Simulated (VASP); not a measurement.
# Hg (P6_3/mmc) in VASP: further runs, part 2 of 2

VASP 6.6.1. Earlier steps stand in the parts before.

### 3 Single point, PBEsol+D3(BJ)

This run uses another cell than the first one, of 23.44 Å³/atom.

INCAR reads:

```
PREC = Accurate
ENCUT = 520
EDIFF = 1E-7
ISMEAR = 0
SIGMA = 0.15
LREAL = False
LASPH = True
NELM = 80
ALGO = Fast
ISIF = 2
LWAVE = False
LCHARG = False
GGA = PS
IVDW = 12
NBANDS = 19
```

KPOINTS reads:

```
regular mesh
0
Gamma
  18 18 10
```

POSCAR reads:

```
Hg
1.0
    3.2723000000      0.0000000000      0.0000000000
   -1.6361500000      2.8338949288      0.0000000000
    0.0000000000      0.0000000000      5.0554047156
Hg
2
Direct
    0.6666666667      0.3333333333      0.7500000000
    0.3333333333      0.6666666667      0.2500000000
```

Potentials or basis: VASP PAW PBE potentials, release 64 (Hg).

Launch:

```console
> cat potpaw_PBE.64/Hg/POTCAR > POTCAR
> mpirun -np 1 vasp_std > vasp.out
```

OUTCAR:

```text
PREC = Accurate
   ENCUT = 520
   EDIFF = 1E-7
   ISMEAR = 0
   LREAL = False
   LASPH = True
   NELM = 80
   ISIF = 2
   GGA = PS
   IVDW = 12
 IVDW          = 12

 ion  position               nearest neighbor table
   1  0.667  0.333  0.750-   2 3.16   2 3.16   2 3.16   2 3.16   2 3.16   2 3.16
   2  0.333  0.667  0.250-   1 3.16   1 3.16   1 3.16   1 3.16   1 3.16   1 3.16

  LATTYP: Found a hexagonal cell.
 ALAT       =     3.2723000000
 C/A-ratio  =     1.5449086928

  Lattice vectors:

 A1 = (   3.2723000000,   0.0000000000,   0.0000000000)
 A2 = (  -1.6361500000,   2.8338949288,   0.0000000000)
 A3 = (   0.0000000000,   0.0000000000,   5.0554047156)

Analysis of symmetry for initial positions (statically):
=====================================================================
 Subroutine PRICEL returns:
 Original cell was already a primitive cell.

 Routine SETGRP: Setting up the symmetry group for a
 hexagonal supercell.

 Subroutine GETGRP returns: Found 24 space group operations
 (whereof 12 operations were pure point group operations)
 out of a pool of 24 trial point group operations.

The static configuration has the point symmetry D_3d.
 The point group associated with its full space group is D_6h.

Analysis of symmetry for dynamics (positions and initial velocities):
=====================================================================
 Subroutine PRICEL returns:
 Original cell was already a primitive cell.

 Routine SETGRP: Setting up the symmetry group for a
 hexagonal supercell.

 Subroutine GETGRP returns: Found 24 space group operations
 (whereof 12 operations were pure point group operations)
 out of a pool of 24 trial point group operations.

The dynamic configuration has the point symmetry D_3d.
 The point group associated with its full space group is D_6h.

 Subroutine INISYM returns: Found 24 space group operations
 (whereof 12 operations are pure point group operations),
 and found     1 'primitive' translations

----------------------------------------------------------------------------------------

                                     Primitive cell

  volume of cell :      46.8806

  direct lattice vectors                    reciprocal lattice vectors
     3.272300000  0.000000000  0.000000000     0.305595453  0.176435617  0.000000000
    -1.636150000  2.833894929  0.000000000     0.000000000  0.352871234  0.000000000
     0.000000000  0.000000000  5.055404716     0.000000000  0.000000000  0.197808100

  length of vectors
     3.272300000  3.272300000  5.055404716     0.352871234  0.352871234  0.197808100

  position of ions in fractional coordinates (direct lattice)
     0.666666667  0.333333333  0.750000000
     0.333333333  0.666666667  0.250000000

  ion indices of the primitive-cell ions
   primitive index   ion index
                 1           1
                 2           2

----------------------------------------------------------------------------------------

 KPOINTS: regular mesh

Automatic generation of k-mesh.
 Grid dimensions read from file:
 generate k-points for:   18   18   10

 Generating k-lattice:

  Cartesian coordinates                     Fractional coordinates (reciprocal lattice)
     0.016977525  0.009801979  0.000000000     0.055555556 -0.000000000  0.000000000
     0.000000000  0.019603957  0.000000000     0.000000000  0.055555556  0.000000000
     0.000000000  0.000000000  0.019780810     0.000000000  0.000000000  0.100000000

  Length of vectors
     0.019603957  0.019603957  0.019780810

  Shift w.r.t. Gamma in fractional coordinates (k-lattice)
     0.000000000  0.000000000  0.000000000

 Subroutine IBZKPT returns following result:
 ===========================================

 Found    222 irreducible k-points:

 Following reciprocal coordinates:
            Coordinates               Weight
  0.000000  0.000000  0.000000      1.000000
  0.055556  0.000000  0.000000      6.000000
  0.111111  0.000000  0.000000      6.000000
  0.166667  0.000000  0.000000      6.000000
  0.222222  0.000000  0.000000      6.000000
  0.277778  0.000000  0.000000      6.000000
[... 16 lines left out ...]
  0.333333  0.111111  0.000000     12.000000
  0.388889  0.111111  0.000000     12.000000
 [... further k-points ...]
   k-points           NKPTS =    222   k-points in BZ     NKDIM =    222   number of bands    NBANDS=     19
   number of dos      NEDOS =    301   number of ions     NIONS =      2
   total plane-waves  NPLWV =  23040
   dimension x,y,z NGX =    24 NGY =   24 NGZ =   40
   dimension x,y,z NGXF=    48 NGYF=   48 NGZF=   80
   ions per type =               2
   NGX,Y,Z   is equivalent  to a cutoff of  12.19, 12.19, 13.15 a.u.
   NGXF,Y,Z  is equivalent  to a cutoff of  24.39, 24.39, 26.31 a.u.
 SYSTEM =  unknown system
   PREC   = accura    normal or accurate (medium, high low for compatibility)
   ISTART =      0    job   : 0-new  1-cont  2-samecut
   ICHARG =      2    charge: 1-file 2-atom 10-const
   ISPIN  =      1    spin polarized calculation?
   LNONCOLLINEAR =      F non collinear calculations
   LSORBIT =      F    spin-orbit coupling
   LASPH  =      T    aspherical Exc in radial PAW
   ENCUT  =  520.0 eV  38.22 Ry    6.18 a.u.   6.08  6.08  9.40*2*pi/ulx,y,z
   NELM   =     80;   NELMIN=  2; NELMDL= -5     # of ELM steps
   EDIFF  = 0.1E-06   stopping-criterion for ELM
   LREAL  =      F    real-space projection
   EDIFFG = 0.1E-05   stopping-criterion for IOM
   NSW    =      0    number of steps for IOM
   IBRION =     -1    ionic relax: 0-MD 1-quasi-New 2-CG
   NFREE  =      0    steps in history (QN), initial steepest desc. (CG)
   ISIF   =      2    stress and relaxation
   ISYM   =      2    0-nonsym 1-usesym 2-fastsym
   POTIM  = 0.5000    time-step for ionic-motion
   TEBEG  =    0.0;   TEEND  =   0.0 temperature during run
   PSTRESS=    0.0 pullay stress
   NELECT =      24.0000    total number of electrons
   NUPDOWN=      -1.0000    fix difference up-down
   EMIN   =  10.00;   EMAX   =-10.00  energy-range for DOS
   EFERMI =   0.00;   METHOD = LEGACY
   ISMEAR =     0;   SIGMA  =   0.15  broadening in eV -4-tet -1-fermi 0-gaus
   EFERMI_NEDOS =   21; number of points for ismear=-14 and -15
   IALGO  =     68    algorithm
   IMIX   =      4    mixing-type and parameters
     AMIX     =   0.40;   BMIX     =  1.00
     AMIX_MAG =   1.60;   BMIX_MAG =  1.00
  volume/ion in A,a.u.               =      23.44       158.18
  Fermi-wavevector in a.u.,A,eV,Ry     =   1.309627  2.474836 23.335667  1.715123
  Thomas-Fermi vector in A             =   2.440213
   LORBIT       =      0    0 simple, 1 ext, 2 COOP (PROOUT), +10 PAW based schemes
   GGA     = PS    functional components
   LHFCALC =     F    Hartree Fock is set to
   AEXX    =    0.0000 exact exchange contribution
   IVDW    =    12    specifies the selected vdW correction
   LEPSILON=     F    determine dielectric tensor
   LRPA    =     F    only Hartree local field effects (RPA)
 non-spin polarized calculation
 RMM-DIIS sequential band-by-band and
 Gauss-broadening in eV      SIGMA  =   0.15
  energy-cutoff  :      520.00
  volume of cell :       46.88
 maximum number of plane-waves:      1284
   NGX = 13   NGY = 13   NGZ = 19

 number of electron      24.0000001 magnetization

 Free energy of the ion-electron system (eV)
  ---------------------------------------------------
  ext. energy  EPLUGINS =         0.00000000
  ---------------------------------------------------
  free energy    TOTEN  =        -1.08929212 eV

  energy without entropy =       -1.08143023  energy(sigma->0) =       -1.08536117

 E-fermi :   2.4394     XC(G=0): -11.0871

 val. band max:        2.4134399849   @ k =   0.3889   0.1667   0.4000
 cond. band min:       2.4551483628   @ k =   0.4444   0.0000   0.4000
 fundamental gap:      0.0417083780
 Fermi energy:         2.4394423406

 k-point     1 :       0.0000    0.0000    0.0000
  band No.  band energies     occupation
      1      -6.5562      2.00000
      2      -5.3591      2.00000
      3      -4.3099      2.00000
      4      -4.3099      2.00000
      5      -4.2371      2.00000
      6      -4.1422      2.00000
[... 11 lines left out ...]
     18      17.0104      0.00000
     19      17.0104      0.00000
[... 485 lines left out ...]
 k-point    24 :       0.3889    0.1111    0.0000
  band No.  band energies     occupation
      1      -5.1459      2.00000
      2      -5.0106      2.00000
      3      -5.0043      2.00000
      4      -4.4902      2.00000
      5      -4.0344      2.00000
      6      -3.9367      2.00000
[... 11 lines left out ...]
     18      13.5582      0.00000
     19      14.3866      0.00000

 [... further k-points ...]

------------------------ aborting loop because EDIFF is reached ----------------------------------------

 Edisp (eV)   -0.85131

 E8    (eV) :    -0.5773

  FORCE on cell =-STRESS in cart. coord.  units (eV):
  Direction    XX          YY          ZZ          XY          YZ          ZX
  --------------------------------------------------------------------------------------
  -------------------------------------------------------------------------------------
  Total      -0.67753    -0.67753    -0.65812     0.00000     0.00000     0.00000
  in kB     -23.15509   -23.15509   -22.49178     0.00000     0.00000     0.00000
  external pressure =      -22.93 kB  Pullay stress =        0.00 kB

 VOLUME and BASIS-vectors are now :
 -----------------------------------------------------------------------------
  energy-cutoff  :      520.00
  volume of cell :       46.88
      direct lattice vectors                 reciprocal lattice vectors
     3.272300000  0.000000000  0.000000000     0.305595453  0.176435617  0.000000000
    -1.636150000  2.833894929  0.000000000     0.000000000  0.352871234  0.000000000
     0.000000000  0.000000000  5.055404716     0.000000000  0.000000000  0.197808100

 POSITION                                       TOTAL-FORCE (eV/Angst)
 -----------------------------------------------------------------------------------
      1.63615      0.94463      3.79155        -0.000000     -0.000000      0.000000
     -0.00000      1.88926      1.26385         0.000000      0.000000      0.000000
 -----------------------------------------------------------------------------------
    total drift:                               -0.000000      0.000000     -0.000000

  FREE ENERGIE OF THE ION-ELECTRON SYSTEM (eV)
  ---------------------------------------------------
  free  energy   TOTEN  =        -1.9406069905 eV

  energy  without entropy=       -1.9327451063  energy(sigma->0) =       -1.93667605
```

stdout:

```text
POSCAR found type information on POSCAR Hg
 POSCAR found :  1 types and       2 ions
 scaLAPACK will be used
 -----------------------------------------------------------------------------
|                                                                             |
|                                                                             |
|     You enforced a specific xc type in the INCAR file but a different       |
|     I HOPE YOU KNOW WHAT YOU ARE DOING!                                     |
|                                                                             |
 -----------------------------------------------------------------------------

 LDA part: xc-table for (Slater+PW92), standard interpolation
 POSCAR, INCAR and KPOINTS ok, starting setup
 FFT: planning ... GRIDC
 FFT: planning ... GRID_SOFT
 FFT: planning ... GRID
 WAVECAR not read
 entering main loop
```

Run time: 2.4 min. Hardware: 1 thread of Oxide Virtual Turin-like, shared host; peak memory 0.25 GiB.

Results:

* Free energy: -1.9406 eV
* Pressure: -2.3 GPa
* Band gap on the k mesh: zero (bands 12 and 13 overlap by 1.15 eV)
* Dispersion energy per atom: -0.426 eV

Levels at points of the mesh, in eV from the Fermi level:
| k point | band 8 | band 9 | band 10 | band 11 | band 12 | band 13 | band 14 | band 15 | band 16 | band 17 |
| --- | --- | --- | --- | --- | --- | --- | --- | --- | --- | --- |
| (0.00, 0.00, 0.00) | -6.53 | -6.53 | -5.70 | -5.70 | -1.24 | -0.82 | 11.98 | 11.98 | 12.77 | 14.40 |
| (0.50, 0.00, 0.00) | -5.74 | -5.61 | -5.53 | -2.54 | -2.37 | 3.20 | 3.51 | 4.29 | 6.56 | 7.50 |
| (0.00, 0.00, 0.50) | -6.41 | -5.92 | -5.92 | -5.92 | -5.92 | 7.80 | 7.80 | 13.02 | 13.02 | 13.13 |
| (0.50, 0.00, 0.50) | -5.70 | -5.65 | -5.65 | -1.36 | -1.36 | -0.20 | -0.20 | 9.02 | 9.02 | 10.61 |

Caveat: the PAW data sets were made with another functional, which shifts forces and pressure a little; spin-orbit coupling is left out, which moves the levels of the heavy elements.

### 4 Single point, PBEsol+D3(BJ)

This run uses another cell than the first one, of 23.53 Å³/atom.

INCAR reads:

```
SYSTEM = Hg
ALGO     = Fast           ! electronic algorithm
EDIFF    = 1E-6           ! SCF threshold, eV
ENCUT    = 520            ! plane-wave cutoff, eV
GGA      = PS             ! functional
ISIF     = 2              ! what is computed and relaxed
ISMEAR   = 0              ! smearing method
IVDW     = 12             ! dispersion correction
LASPH    = .TRUE.         ! aspherical terms in the spheres
LCHARG   = .FALSE.        ! write CHGCAR
LREAL    = .FALSE.        ! projectors in reciprocal space
LWAVE    = .FALSE.        ! write WAVECAR
NBANDS   = 19             ! bands
NELM     = 100            ! most SCF steps
PREC     = Accurate       ! precision mode
SIGMA    = 0.15           ! smearing width, eV
```

KPOINTS reads:

```
k-points
0
G
  18 18 10
  0 0 0
```

POSCAR reads:

```
Hg
1.0
    3.1146000000      0.0000000000      0.0000000000
   -1.5573000000      2.6973227226      0.0000000000
    0.0000000000      0.0000000000      5.6014000000
Hg
2
Direct
    0.6666666667      0.3333333333      0.7500000000
    0.3333333333      0.6666666667      0.2500000000
```

Launch:

```console
> cat potpaw_PBE.64/Hg/POTCAR > POTCAR
> mpirun -np 1 vasp_std > vasp.out
```

Wall time 2.7 min (1 thread of Oxide Virtual Turin-like, shared host); peak memory 0.26 GiB.

It converged, with:

```yaml
Free_energy: -1.9260 eV
Pressure: -2.6 GPa
Band_gap_on_the_k_mesh: zero (bands 12 and 13 overlap by 2.23 eV)
Dispersion_energy_per_atom: -0.424 eV
```

Stress tensor (GPa, compression positive):
```
-2.25  0.00  0.00
 0.00 -2.25  0.00
 0.00  0.00 -3.35
```

Levels at points of the mesh, in eV from the Fermi level:
```csv
k point,band 10,band 11,band 12,band 13,band 14,band 15
"(0.00, 0.00, 0.00)",-5.79,-5.79,-2.48,-1.96,11.84,13.82
"(0.50, 0.00, 0.00)",-5.47,-1.83,-1.80,2.26,2.31,3.93
"(0.00, 0.00, 0.50)",-5.98,-5.98,-5.98,5.00,5.00,14.11
"(0.50, 0.00, 0.50)",-5.49,-0.98,-0.98,-0.21,-0.21,8.73
```

Caveat: the PAW data sets were made with another functional, which shifts forces and pressure a little; spin-orbit coupling is left out, which moves the levels of the heavy elements.

### 5 Single point, PBEsol+D3(BJ)

This run uses another cell than the first one, of 23.68 Å³/atom.

INCAR reads:

```
  ALGO = Fast
  EDIFF = 1E-6
  ENCUT = 520
  GGA = PS
  ISIF = 2
  ISMEAR = 0
  IVDW = 12
  LASPH = T
  LCHARG = T
  LELF = T
  LREAL = F
  LVHAR = T
  LWAVE = F
  NBANDS = 19
  NELM = 100
  PREC = Accurate
  SIGMA = 0.15
```

KPOINTS reads:

```
k-points
0
Gamma
  18 18 10
```

POSCAR reads:

```
Hg
1.0
    3.0752000000      0.0000000000      0.0000000000
   -1.5376000000      2.6632013217      0.0000000000
    0.0000000000      0.0000000000      5.7834000000
Hg
2
Direct
    0.6666666667      0.3333333333      0.7500000000
    0.3333333333      0.6666666667      0.2500000000
```

Launch:

```console
> cat potpaw_PBE.64/Hg/POTCAR > POTCAR
> mpirun -np 1 vasp_std > vasp.out
```

Wall time 3.7 min (1 thread of Oxide Virtual Turin-like, shared host); peak memory 0.26 GiB.

It converged, with:

```yaml
Free_energy: -1.9068 eV
Pressure: -2.7 GPa
Band_gap_on_the_k_mesh: zero (bands 12 and 13 overlap by 2.50 eV)
Dispersion_energy_per_atom: -0.421 eV
```

Stress tensor (GPa, compression positive):
```
-2.04  0.00  0.00
 0.00 -2.04  0.00
 0.00  0.00 -3.93
```

Levels at points of the mesh, in eV from the Fermi level:
```csv
k point,band 10,band 11,band 12,band 13,band 14,band 15
"(0.00, 0.00, 0.00)",-5.87,-5.87,-2.98,-2.15,10.60,14.04
"(0.50, 0.00, 0.00)",-5.48,-1.72,-1.63,1.96,1.99,3.82
"(0.00, 0.00, 0.50)",-6.02,-6.02,-6.02,4.21,4.21,14.36
"(0.50, 0.00, 0.50)",-5.50,-0.91,-0.91,-0.22,-0.22,8.17
```

Caveat: the PAW data sets were made with another functional, which shifts forces and pressure a little; spin-orbit coupling is left out, which moves the levels of the heavy elements.

### 6 The runs side by side

| cell | further INCAR settings | gap on the mesh (eV) | pressure (GPa) |
| --- | --- | --- | --- |
| a = 3.154, b = 3.154, c = 5.419 Å, angles 90.0, 90.0, 120.0°, 2 atoms | ALGO = Fast; EDIFF = 1e-06; NBANDS = 19 | none | -2.3 |
| a = 3.272, b = 3.272, c = 5.055 Å, angles 90.0, 90.0, 120.0°, 2 atoms | ALGO = Fast; EDIFF = 1e-07; NBANDS = 19 | none | -2.3 |
| a = 3.115, b = 3.115, c = 5.601 Å, angles 90.0, 90.0, 120.0°, 2 atoms | ALGO = Fast; EDIFF = 1e-06; NBANDS = 19 | none | -2.6 |
| a = 3.075, b = 3.075, c = 5.783 Å, angles 90.0, 90.0, 120.0°, 2 atoms | ALGO = Fast; EDIFF = 1e-06; NBANDS = 19 | none | -2.7 |

Alike in all rows: task single point; level PBEsol+D3(BJ); potentials or basis VASP PAW PBE potentials, release 64 (Hg); no spin polarisation; k mesh 18 × 18 × 10; cutoff (eV) 520; smearing gaussian 0.15 eV.

Caveats: the PAW data sets were made with another functional, which shifts forces and pressure a little; spin-orbit coupling is left out, which moves the levels of the heavy elements.

Total energies depend on the potentials used, so only differences within one code and one set of settings carry meaning.

The gap in the log of VASP goes by the Fermi energy; the results here count the filled bands.